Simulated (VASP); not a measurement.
Write the native input for VASP 6.6.1 that does the following.

* Task: relaxation of cell and atoms
* Functional: PBE
* Potentials or basis: VASP PAW PBE potentials, release 64 (Mo_sv, N)
* Cutoff: 600 eV
* k mesh: 12 × 12 × 12
* Occupations: gaussian, width 0.1 eV
* Spin: no spin polarisation
* Dipole correction: no
* Further INCAR settings: ALGO = Normal; EDIFF = 1e-06; IBRION = 2; EDIFFG = -0.01; NSW = 100; ISIF = 3

The structure of Mo3N lies in POSCAR:

```
Mo3N
1.0
    3.7990893360      0.0000000000      0.0000000000
    0.0000000000      3.7990893360      0.0000000000
    0.0000000000      0.0000000000      3.7990893360
Mo N
3 1
Direct
    0.0000000000      0.5000000000      0.5000000000
    0.5000000000      0.0000000000      0.5000000000
    0.5000000000      0.5000000000      0.0000000000
    0.0000000000      0.0000000000      0.0000000000
```

One way to write it, as run:

INCAR

```
SYSTEM = Mo3N
PREC = Accurate
ENCUT = 600
EDIFF = 1E-6
ISMEAR = 0
SIGMA = 0.1
LREAL = .False.
LASPH = .True.
NELM = 60
ALGO = Normal
ISIF = 3
LWAVE = .False.
LCHARG = .False.
GGA = PE
IBRION = 2
NSW = 100
EDIFFG = -0.01
```

KPOINTS

```
regular mesh
0
Gamma
  12 12 12
  0 0 0
```

Potentials or basis: VASP PAW PBE potentials, release 64 (Mo_sv, N).

The run is started by

```sh
$ cat potpaw_PBE.64/Mo_sv/POTCAR potpaw_PBE.64/N/POTCAR > POTCAR
$ mpirun -np 1 vasp_std > vasp.out
```

Results of the run:

- Relaxed volume: 13.74 Å³/atom
- Relaxed cell: a = 3.802 Å, b = 3.802 Å, c = 3.802 Å, α = 90.00°, β = 90.00°, γ = 90.00°
- Space group after relaxing (to 0.1 Å): Pm-3m (No. 221)
- Energy gained by relaxing: 0.0 meV/atom
- Ionic steps: 3
- Pressure after relaxing: 0.0 GPa
- Band gap on the k mesh: zero (an odd number of electrons rules out a gap without spin polarisation)

Run time: 110 s on 1 thread of Intel(R) Xeon(R) 6975P-C (Granite Rapids), with other jobs on the host, peak memory 0.26 GiB.
